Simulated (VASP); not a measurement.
# Zr4B (Pm-3m) in VASP: single point with PBE

Aim: the single point of Zr4B with PBE.

Program: VASP 6.6.1. These are calculated values, not measurements. Logs are shortened: lines on timing, memory, paths and dates and some standing lists are left out, and cuts for length are marked.

### 1 The cell of the first run

It takes space group Pm-3m (No. 221, cubic). Conventional cell: a = 5.025 Å, b = 5.025 Å, c = 5.025 Å, α = 90.00°, β = 90.00°, γ = 90.00°. Within 3.3 Å of Zr (site symmetry m-3m) lie 6 Zr at 2.51 Å. Within 3.3 Å of Zr (site symmetry 4/mmm) lie 2 Zr at 2.51 Å. B (site symmetry m-3m) has 20 Zr at 3.55 to 4.35 Å within 4.7 Å.

### 2 Single point, PBE

Input file INCAR:

```
ALGO = Fast
EDIFF = 1E-6
ENCUT = 520
GGA = PE
ISIF = 2
ISMEAR = 0
LASPH = True
LCHARG = False
LREAL = False
LWAVE = False
NBANDS = 34
NELM = 80
PREC = Accurate
SIGMA = 0.1
```

Input file KPOINTS:

```
k-points
0
Gamma
  8 8 8
```

Input file POSCAR:

```
Zr4B
1.0
    5.0249499640      0.0000000000      0.0000000000
    0.0000000000      5.0249499640      0.0000000000
    0.0000000000      0.0000000000      5.0249499640
Zr B
4 1
Direct
    0.5000000000      0.5000000000      0.5000000000
    0.0000000000      0.5000000000      0.5000000000
    0.5000000000      0.0000000000      0.5000000000
    0.5000000000      0.5000000000      0.0000000000
    0.0000000000      0.0000000000      0.0000000000
```

Potentials or basis: VASP PAW PBE potentials, release 64 (Zr_sv, B).

Launch:

```
$ cat potpaw_PBE.64/Zr_sv/POTCAR potpaw_PBE.64/B/POTCAR > POTCAR
$ mpirun -np 1 vasp_std > vasp.out
```

OUTCAR:

```text
EDIFF = 1E-6
   ENCUT = 520
   GGA = PE
   ISIF = 2
   ISMEAR = 0
   LASPH = True
   LREAL = False
   NELM = 80
   PREC = Accurate

 ion  position               nearest neighbor table
   1  0.500  0.500  0.500-   2 2.51   3 2.51   4 2.51   4 2.51   3 2.51   2 2.51
   2  0.000  0.500  0.500-   1 2.51   1 2.51   4 3.55   4 3.55   3 3.55   3 3.55   3 3.55   4 3.55
                             4 3.55   3 3.55
   3  0.500  0.000  0.500-   1 2.51   1 2.51   4 3.55   4 3.55   2 3.55   2 3.55   4 3.55   4 3.55
                             2 3.55   2 3.55
   4  0.500  0.500  0.000-   1 2.51   1 2.51   3 3.55   2 3.55   2 3.55   3 3.55   3 3.55   3 3.55
                             2 3.55   2 3.55
   5  0.000  0.000  0.000-

  LATTYP: Found a simple cubic cell.
 ALAT       =     5.0249499640

  Lattice vectors:

 A1 = (   5.0249499640,   0.0000000000,   0.0000000000)
 A2 = (   0.0000000000,   5.0249499640,   0.0000000000)
 A3 = (   0.0000000000,   0.0000000000,   5.0249499640)

Analysis of symmetry for initial positions (statically):
=====================================================================
 Subroutine PRICEL returns:
 Original cell was already a primitive cell.

 Routine SETGRP: Setting up the symmetry group for a
 simple cubic supercell.

 Subroutine GETGRP returns: Found 48 space group operations
[... 9 lines left out ...]

 Routine SETGRP: Setting up the symmetry group for a
 simple cubic supercell.

 Subroutine GETGRP returns: Found 48 space group operations
[... 11 lines left out ...]
                                     Primitive cell

  volume of cell :     126.8806

  direct lattice vectors                    reciprocal lattice vectors
     5.024949964  0.000000000  0.000000000     0.199006957  0.000000000  0.000000000
     0.000000000  5.024949964  0.000000000     0.000000000  0.199006957  0.000000000
     0.000000000  0.000000000  5.024949964     0.000000000  0.000000000  0.199006957

  length of vectors
     5.024949964  5.024949964  5.024949964     0.199006957  0.199006957  0.199006957

  position of ions in fractional coordinates (direct lattice)
     0.500000000  0.500000000  0.500000000
     0.000000000  0.500000000  0.500000000
     0.500000000  0.000000000  0.500000000
     0.500000000  0.500000000  0.000000000
     0.000000000  0.000000000  0.000000000

  ion indices of the primitive-cell ions
   primitive index   ion index
                 1           1
                 2           2
                 3           3
                 4           4
                 5           5

----------------------------------------------------------------------------------------

 KPOINTS: k-points

Automatic generation of k-mesh.
 Grid dimensions read from file:
 generate k-points for:    8    8    8

 Generating k-lattice:

  Cartesian coordinates                     Fractional coordinates (reciprocal lattice)
     0.024875870  0.000000000  0.000000000     0.125000000  0.000000000  0.000000000
     0.000000000  0.024875870  0.000000000     0.000000000  0.125000000  0.000000000
     0.000000000  0.000000000  0.024875870     0.000000000  0.000000000  0.125000000

  Length of vectors
     0.024875870  0.024875870  0.024875870

  Shift w.r.t. Gamma in fractional coordinates (k-lattice)
     0.000000000  0.000000000  0.000000000

 Subroutine IBZKPT returns following result:
 ===========================================

 Found     35 irreducible k-points:

 Following reciprocal coordinates:
            Coordinates               Weight
  0.000000  0.000000  0.000000      1.000000
  0.125000  0.000000  0.000000      6.000000
  0.250000  0.000000  0.000000      6.000000
  0.375000  0.000000  0.000000      6.000000
  0.500000  0.000000  0.000000      3.000000
  0.125000  0.125000  0.000000     12.000000
[... 16 lines left out ...]
  0.375000  0.375000  0.125000     24.000000
  0.500000  0.375000  0.125000     24.000000
 [... further k-points ...]
   k-points           NKPTS =     35   k-points in BZ     NKDIM =     35   number of bands    NBANDS=     34
   number of dos      NEDOS =    301   number of ions     NIONS =      5
   total plane-waves  NPLWV =  64000
   dimension x,y,z NGX =    40 NGY =   40 NGZ =   40
   dimension x,y,z NGXF=    80 NGYF=   80 NGZF=   80
   ions per type =               4   1
   NGX,Y,Z   is equivalent  to a cutoff of  13.23, 13.23, 13.23 a.u.
   NGXF,Y,Z  is equivalent  to a cutoff of  26.47, 26.47, 26.47 a.u.
 SYSTEM =  unknown system
   PREC   = accura    normal or accurate (medium, high low for compatibility)
   ISTART =      0    job   : 0-new  1-cont  2-samecut
   ICHARG =      2    charge: 1-file 2-atom 10-const
   ISPIN  =      1    spin polarized calculation?
   LNONCOLLINEAR =      F non collinear calculations
   LSORBIT =      F    spin-orbit coupling
   LASPH  =      T    aspherical Exc in radial PAW
   ENCUT  =  520.0 eV  38.22 Ry    6.18 a.u.   9.34  9.34  9.34*2*pi/ulx,y,z
   NELM   =     80;   NELMIN=  2; NELMDL= -5     # of ELM steps
   EDIFF  = 0.1E-05   stopping-criterion for ELM
   LREAL  =      F    real-space projection
   EDIFFG = 0.1E-04   stopping-criterion for IOM
   NSW    =      0    number of steps for IOM
   IBRION =     -1    ionic relax: 0-MD 1-quasi-New 2-CG
   NFREE  =      0    steps in history (QN), initial steepest desc. (CG)
   ISIF   =      2    stress and relaxation
   ISYM   =      2    0-nonsym 1-usesym 2-fastsym
   POTIM  = 0.5000    time-step for ionic-motion
   TEBEG  =    0.0;   TEEND  =   0.0 temperature during run
   PSTRESS=    0.0 pullay stress
   NELECT =      51.0000    total number of electrons
   NUPDOWN=      -1.0000    fix difference up-down
   EMIN   =  10.00;   EMAX   =-10.00  energy-range for DOS
   EFERMI =   0.00;   METHOD = LEGACY
   ISMEAR =     0;   SIGMA  =   0.10  broadening in eV -4-tet -1-fermi 0-gaus
   EFERMI_NEDOS =   21; number of points for ismear=-14 and -15
   IALGO  =     68    algorithm
   IMIX   =      4    mixing-type and parameters
     AMIX     =   0.40;   BMIX     =  1.00
     AMIX_MAG =   1.60;   BMIX_MAG =  1.00
  volume/ion in A,a.u.               =      25.38       171.25
  Fermi-wavevector in a.u.,A,eV,Ry     =   1.208184  2.283137 19.860547  1.459709
  Thomas-Fermi vector in A             =   2.343800
   LORBIT       =      0    0 simple, 1 ext, 2 COOP (PROOUT), +10 PAW based schemes
   GGA     = PE    functional components
   LHFCALC =     F    Hartree Fock is set to
   AEXX    =    0.0000 exact exchange contribution
   IVDW    =     0    specifies the selected vdW correction
   LEPSILON=     F    determine dielectric tensor
   LRPA    =     F    only Hartree local field effects (RPA)
 non-spin polarized calculation
 RMM-DIIS sequential band-by-band and
 Gauss-broadening in eV      SIGMA  =   0.10
  energy-cutoff  :      520.00
  volume of cell :      126.88
 maximum number of plane-waves:      3450
 NGX is ok and might be reduce to    40
   NGX = 19   NGY = 19   NGZ = 19

 number of electron      50.9999998 magnetization

 Free energy of the ion-electron system (eV)
  ---------------------------------------------------
  ext. energy  EPLUGINS =         0.00000000
  ---------------------------------------------------
  free energy    TOTEN  =       -31.26553325 eV

  energy without entropy =      -31.21526676  energy(sigma->0) =      -31.24040000

 E-fermi :   6.0967     XC(G=0):  -9.8828

 val. band max:        6.0920475084   @ k =   0.5000   0.5000   0.2500
 cond. band min:       6.0973777664   @ k =   0.5000   0.3750   0.2500
 fundamental gap:      0.0053302580
 Fermi energy:         6.0966676048

 k-point     1 :       0.0000    0.0000    0.0000
  band No.  band energies     occupation
      1     -43.2588      2.00000
      2     -43.0859      2.00000
      3     -43.0859      2.00000
      4     -41.2378      2.00000
      5     -22.3456      2.00000
      6     -22.3456      2.00000
[... 26 lines left out ...]
     33       9.5645      0.00000
     34       9.5651      0.00000

 k-point     2 :       0.1250    0.0000    0.0000
  band No.  band energies     occupation
      1     -43.2518      2.00000
      2     -43.0878      2.00000
      3     -43.0859      2.00000
      4     -41.2461      2.00000
      5     -22.3417      2.00000
      6     -22.3417      2.00000
[... 26 lines left out ...]
     33       9.1417      0.00000
     34       9.1422      0.00000

 k-point     3 :       0.2500    0.0000    0.0000
  band No.  band energies     occupation
      1     -43.2340      2.00000
      2     -43.0932      2.00000
      3     -43.0858      2.00000
      4     -41.2663      2.00000
      5     -22.3321      2.00000
      6     -22.3321      2.00000
[... 26 lines left out ...]
     33       8.7750      0.00000
     34       8.8082      0.00000

 k-point     4 :       0.3750    0.0000    0.0000
  band No.  band energies     occupation
      1     -43.2140      2.00000
      2     -43.1005      2.00000
      3     -43.0858      2.00000
      4     -41.2866      2.00000
      5     -22.3224      2.00000
      6     -22.3224      2.00000
[... 26 lines left out ...]
     33       8.2888      0.00000
     34       9.1043      0.00000

 k-point     5 :       0.5000    0.0000    0.0000
  band No.  band energies     occupation
      1     -43.2048      2.00000
      2     -43.1044      2.00000
      3     -43.0858      2.00000
      4     -41.2951      2.00000
      5     -22.3184      2.00000
      6     -22.3184      2.00000
[... 621 lines left out ...]
 k-point    22 :       0.5000    0.2500    0.1250
  band No.  band energies     occupation
      1     -43.1731      2.00000
      2     -43.1044      2.00000
      3     -43.0925      2.00000
      4     -41.3344      2.00000
      5     -22.2012      2.00000
      6     -21.9223      2.00000
[... 26 lines left out ...]
     33       8.3693      0.00000
     34       8.7037      0.00000

 k-point    23 :       0.3750    0.3750    0.1250
  band No.  band energies     occupation
      1     -43.1623      2.00000
      2     -43.1016      2.00000
      3     -43.0978      2.00000
      4     -41.3472      2.00000
      5     -22.1952      2.00000
      6     -21.5503      2.00000
[... 26 lines left out ...]
     33       8.2800      0.00000
     34       8.5546      0.00000

 k-point    24 :       0.5000    0.3750    0.1250
  band No.  band energies     occupation
      1     -43.1522      2.00000
      2     -43.1043      2.00000
      3     -43.0993      2.00000
      4     -41.3562      2.00000
      5     -22.1909      2.00000
      6     -21.5290      2.00000
[... 26 lines left out ...]
     33       8.3344      0.00000
     34       8.6736      0.00000

 [... further k-points ...]
[... 5 lines left out ...]
  --------------------------------------------------------------------------------------
  -------------------------------------------------------------------------------------
  Total        0.1151286      0.1151286      0.1151286     -0.0000000      0.0000000      0.0000000
  in kB        1.4537797      1.4537797      1.4537797     -0.0000000      0.0000000      0.0000000
  external PRESSURE =       1.4537797 kB  Pullay stress =       0.0000000 kB

 VOLUME and BASIS-vectors are now :
 -----------------------------------------------------------------------------
  energy-cutoff  :      520.00
  volume of cell :      126.88
      direct lattice vectors                 reciprocal lattice vectors
     5.024949964  0.000000000  0.000000000     0.199006957  0.000000000  0.000000000
     0.000000000  5.024949964  0.000000000     0.000000000  0.199006957  0.000000000
     0.000000000  0.000000000  5.024949964     0.000000000  0.000000000  0.199006957

 POSITION                                       TOTAL-FORCE (eV/Angst)
 -----------------------------------------------------------------------------------
      2.51247      2.51247      2.51247         0.000000      0.000000      0.000000
      0.00000      2.51247      2.51247         0.000000      0.000000      0.000000
      2.51247      0.00000      2.51247         0.000000      0.000000      0.000000
      2.51247      2.51247      0.00000         0.000000      0.000000      0.000000
      0.00000      0.00000      0.00000         0.000000      0.000000      0.000000
 -----------------------------------------------------------------------------------
    total drift:                                0.000000     -0.000000     -0.000000

  FREE ENERGIE OF THE ION-ELECTRON SYSTEM (eV)
  ---------------------------------------------------
  free  energy   TOTEN  =       -31.2655332521 eV

  energy  without entropy=      -31.2152667566  energy(sigma->0) =      -31.24040000
```

Wall time 3.3 min (1 thread of AMD EPYC 9R45 (Zen 5), shared host); peak memory 0.28 GiB.

Results:

```yaml
Free_energy: -31.2655 eV
Pressure: 0.1 GPa
```
